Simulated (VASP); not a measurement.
The system is Sn.

```
Sn
1.0
     3.26790    0.00000    0.00000
    -1.63395    2.83009    0.00000
     0.00000    0.00000    3.07265
Sn
1
Direct
  0.00000 0.00000 0.50000
```

This isn't the form of Sn at room conditions, which is tetragonal (white tin).

Base run:

| Item | Value |
| --- | --- |
| Program | VASP 6.6.1 |
| Functional | r2SCAN |
| Potentials or basis | VASP PAW PBE potentials, release 64 (Sn_d) |
| Cutoff | 520 eV |
| k mesh | 18 × 18 × 18 |
| Occupations | gaussian, width 0.1 eV |
| Spin | no spin polarisation |

Its results: band gap on the k mesh zero (bands 7 and 8 overlap by 8.37 eV); pressure -1.6 GPa.

Q: The run is repeated on the same cell with these changes: functional from r2SCAN to PBEsol. What comes out?

A: Band gap on the k mesh zero (bands 7 and 8 overlap by 7.91 eV); pressure -2.8 GPa.

Caveats: the PAW data sets were made with another functional, which shifts forces and pressure a little; spin-orbit coupling is left out, which moves the levels of the heavy elements.
